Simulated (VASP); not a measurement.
Here is a VASP 6.6.1 calculation.

INCAR

```
SYSTEM = AgB2
PREC     = Accurate       ! precision mode
ENCUT    = 520            ! plane-wave cutoff, eV
EDIFF    = 1E-6           ! SCF threshold, eV
ISMEAR   = -1             ! smearing method
SIGMA    = 0.05           ! smearing width, eV
LREAL    = .False.        ! projectors in reciprocal space
LASPH    = .True.         ! aspherical terms in the spheres
NELM     = 100            ! most SCF steps
ALGO     = Normal         ! electronic algorithm
ISIF     = 2              ! what is computed and relaxed
LWAVE    = .False.        ! write WAVECAR
LCHARG   = .True.         ! write CHGCAR
GGA      = PS             ! functional
LELF     = .True.         ! ELF
LVHAR    = .True.       
NBANDS   = 16             ! bands
```

KPOINTS

```
regular mesh
0
Gamma
  8 8 4
  0 0 0
```

Contents of POSCAR:

```
AgB2
1.0
    2.9122814671      0.0000000000      0.0000000000
   -1.4561407335      2.5221097334      0.0000000000
    0.0000000000      0.0000000000      3.6649586828
Ag B
1 2
Direct
    0.0000000000      0.0000000000      0.0000000000
    0.3333333333      0.6666666667      0.4999977341
    0.6666666667      0.3333333333      0.5000022659
```

Potentials or basis: VASP PAW PBE potentials, release 64 (Ag, B).

Run with:

```bash
$ cat potpaw_PBE.64/Ag/POTCAR potpaw_PBE.64/B/POTCAR > POTCAR
$ mpirun -np 1 vasp_std > vasp.out
```

**Question.** What does it give for the pressure?

**Answer.** 30.0 GPa.

**Question.** Estimate the band gap on the k mesh.

**Answer.** Zero (an odd number of electrons rules out a gap without spin polarisation).

Stress tensor (GPa, compression positive):
```
30.03  0.00  0.00
 0.00 30.03  0.00
 0.00  0.00 29.84
```

Caveat: the k points lie up to 0.43 Å⁻¹ apart, too coarse for converged energies and pressures of a metal; the PAW data sets were made with another functional, which shifts forces and pressure a little.
